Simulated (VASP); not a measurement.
Crystal: InAs.

```xyz
2
Lattice="0.0000 3.0180 3.0180 3.0180 0.0000 3.0180 3.0180 3.0180 0.0000" Properties=species:S:1:pos:R:3 pbc="T T T"
In    0.0000    0.0000    0.0000
As    4.5270    4.5270    4.5270
```

- Program: VASP 6.6.1
- Task: relaxation of cell and atoms
- Functional: PBEsol
- Potentials or basis: VASP PAW PBE potentials, release 64 (In_d, As)
- Cutoff: 600 eV
- k mesh: 8 × 8 × 8
- Occupations: fermi-dirac, width 0.05 eV
- Spin: no spin polarisation

At the start: pressure 1.6 GPa; volume 27.49 Å³/atom.

Question: How do energy, volume and symmetry change on relaxing?

Answer: Over 3 steps the energy falls by 3.8 meV/atom and the volume is 28.25 Å³/atom (+2.8 %); space group F-43m (No. 216, to 0.05 Å).

Step by step:
```tsv
step	energy change (eV)	largest force (eV/Å)	pressure (GPa)	volume (Å³)
1	0.0000	0.0000	1.63	54.98
2	-0.0060	0.0000	-0.71	57.24
3	-0.0076	0.0000	0.01	56.50
```

Final structure:
```
In As
1.0
     0.00000    3.04567    3.04567
     3.04567    0.00000    3.04567
     3.04567    3.04567    0.00000
In As
1 1
Direct
  0.00000 0.00000 0.00000
  0.75000 0.75000 0.75000
```

Caveat: the PAW data sets were made with another functional, which shifts forces and pressure a little.
